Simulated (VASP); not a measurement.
Set up this calculation in VASP 6.6.1, as the native input.

```yaml
Task: single point
Functional: r2SCAN
Potentials_or_basis: VASP PAW PBE potentials, release 64 (Sn_d)
Cutoff: 520 eV
k_mesh: 12 × 12 × 12
Occupations: gaussian, width 0.1 eV
Spin: no spin polarisation
Dipole_correction: no
Further_INCAR_settings: ALGO = Normal; EDIFF = 1e-07; NBANDS = 21
```

Crystal: Sn.

```
CELL_PARAMETERS angstrom
0.00000 3.18297 3.18297
3.18297 0.00000 3.18297
3.18297 3.18297 0.00000
ATOMIC_POSITIONS crystal
Sn 0.00000 0.00000 0.00000
Sn 0.25000 0.25000 0.25000
```

This isn't the form of Sn at room conditions, which is tetragonal (white tin).

The input as run:

POSCAR

```
Sn
1.0
    0.0000000000      3.1829675402      3.1829675402
    3.1829675402      0.0000000000      3.1829675402
    3.1829675402      3.1829675402      0.0000000000
Sn
2
Direct
    0.0000000000      0.0000000000      0.0000000000
    0.2500000000      0.2500000000      0.2500000000
```

INCAR.step1

```
SYSTEM = Sn
PREC = Accurate
ENCUT = 520
ISMEAR = 0
SIGMA = 0.1
LREAL = .False.
LASPH = .True.
NELM = 60
NBANDS = 21
GGA = PE
ALGO = Normal
EDIFF = 1E-4
LWAVE = .True.
LCHARG = .False.
```

INCAR.step2

```
SYSTEM = Sn
PREC = Accurate
ENCUT = 520
EDIFF = 1E-7
ISMEAR = 0
SIGMA = 0.1
LREAL = .False.
LASPH = .True.
NELM = 60
ALGO = Normal
ISIF = 2
LWAVE = .False.
LCHARG = .False.
METAGGA = R2SCAN
LMIXTAU = .True.
NBANDS = 21
ISTART = 1
```

KPOINTS

```
Automatic mesh
0
Gamma
  12 12 12
  0 0 0
```

Potentials or basis: VASP PAW PBE potentials, release 64 (Sn_d).

Launch:

```console
$ cat potpaw_PBE.64/Sn_d/POTCAR > POTCAR
$ cp INCAR.step1 INCAR
$ mpirun -np 1 vasp_std > vasp.out
$ cp INCAR.step2 INCAR
$ mpirun -np 1 vasp_std > vasp.out
```

It gave:

```yaml
Pressure: 5.0 GPa
```

Caveat: the cell stands under pressure; the PAW data sets were made with another functional, which shifts forces and pressure a little.

Run time: 4.1 min on 1 thread of AMD EPYC 9R45 96-Core Processor (Zen 5), with other jobs on the host, peak memory 0.23 GiB.
